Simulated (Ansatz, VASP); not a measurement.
# Si: VASP beside Ansatz

Contents of INCAR:

```
  PREC = Accurate
  ENCUT = 520
  EDIFF = 1E-6
  ISMEAR = -1
  SIGMA = 0.05
  LREAL = False
  LASPH = True
  NELM = 60
  ALGO = Normal
  ISIF = 2
  LWAVE = False
  LCHARG = True
  LELF = True
  LVHAR = True
  NBANDS = 11
```

The input KPOINTS:

```
regular mesh
0
Gamma
  16 16 16
```

File POSCAR:

```
Si
1.0
   -2.2059800000      2.3211300000      1.2750000000
    2.2059800000     -2.3211300000      1.2750000000
    2.2059800000      2.3211300000     -1.2750000000
Si
2
Direct
    0.8070000000      0.5570000000      0.2500000000
    0.1930000000      0.4430000000      0.7500000000
```

Input for Ansatz:

```yaml
crystal:
  lattice:
    - [-2.20598, 2.32113, 1.275]
    - [2.20598, -2.32113, 1.275]
    - [2.20598, 2.32113, -1.275]
  atoms:
    - { symbol: Si, position: [0.807, 0.557, 0.25] }
    - { symbol: Si, position: [0.193, 0.443, 0.75] }
kpoints:
  mp_grid: { grid: [16, 16, 16] }
  band_path:
    path:
      - [0.0, 0.0, 0.0]
      - [0.5, -0.5, 0.5]
      - [0.4758105458, -0.4758105458, 0.5241894542]
      - [-0.4758105458, 0.4758105458, 0.4758105458]
      - [0.0, 0.0, 0.0]
      - [0.3254330119, 0.3254330119, -0.3254330119]
      - [0.6745669881, -0.3254330119, 0.3254330119]
      - [0.5, -0.5, 0.5]
      - [0.0, 0.0, 0.0]
    npoints: 5
scf:
  occupations: { method: fermi_dirac, width: 0.05 }
hamiltonian:
  xc: lda
  pseudopotentials: { kind: all_electron, lapw: { basis_error: 0.0005 } }
output:
  forces: true
  stress: true
  eigenvalues: true
```

Change from the starting cell: equal xx and yy strain of -2 %.

Alike in both runs: task single point; functional LDA; k mesh 16 × 16 × 16; occupations fermi-dirac, width 0.05 eV; no spin polarisation.

|  | VASP | Ansatz |
| --- | --- | --- |
| version | VASP 6.6.1 | Ansatz 0.2.0 |
| potentials or method | VASP PAW LDA potentials, release 64 (Si), cutoff 520 eV | all-electron LAPW, scalar-relativistic |

Ansatz gave:

- pressure (GPa): 18.2
- traceless stress, the component that is largest in VASP (GPa): 4.66
- rms of the force components (eV/Å): 0.010

Problem. What did VASP give for the same quantities?

Solution. Pressure (GPa): 18.5; traceless stress, the component that is largest in VASP (GPa): 4.73; rms of the force components (eV/Å): 0.010.

LDA's correlation is that of Perdew and Zunger in VASP and of Perdew and Wang (1992) in Ansatz. Atom by atom the forces differ by 0.000 eV/Å (rms over components). Ansatz ran all-electron here, and VASP with PAW potentials.
